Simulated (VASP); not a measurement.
Write the native input for VASP 6.6.1 that does the following.

- Task: single point
- Functional: revPBE
- Potentials or basis: VASP PAW PBE potentials, release 64 (Ga_d, P)
- Cutoff: 520 eV
- k mesh: 8 × 8 × 8
- Occupations: fermi-dirac, width 0.05 eV
- Spin: no spin polarisation
- Dipole correction: no
- Further INCAR settings: ALGO = Normal; EDIFF = 1e-06; NBANDS = 16

The structure of GaP lies in POSCAR:

```
GaP
1.0
    0.0000000000      2.7069591804      2.7069591804
    2.7069591804      0.0000000000      2.7069591804
    2.7069591804      2.7069591804      0.0000000000
Ga P
1 1
Direct
    0.0000000000      0.0000000000      0.0000000000
    0.7500000000      0.7500000000      0.7500000000
```

One way to write it, as run:

INCAR

```
PREC = Accurate
ENCUT = 520
EDIFF = 1E-6
ISMEAR = -1
SIGMA = 0.05
LREAL = F
LASPH = T
NELM = 100
ALGO = Normal
ISIF = 2
LWAVE = F
LCHARG = F
GGA = RE
NBANDS = 16
```

KPOINTS

```
Automatic mesh
0
Gamma
  8 8 8
```

Potentials or basis: VASP PAW PBE potentials, release 64 (Ga_d, P).

Run with:

```console
$ cat potpaw_PBE.64/Ga_d/POTCAR potpaw_PBE.64/P/POTCAR > POTCAR
$ mpirun -np 1 vasp_std > vasp.out
```

Results of the run:

```json
{
  "Pressure": "5.8 GPa",
  "Band gap on the k mesh": "1.67 eV, indirect (least direct gap 2.09 eV)"
}
```

Caveat: the PAW data sets were made with another functional, which shifts forces and pressure a little.

Run time: 30 s on 1 thread of Intel Xeon 8259CL (shared host), peak memory 0.16 GiB.
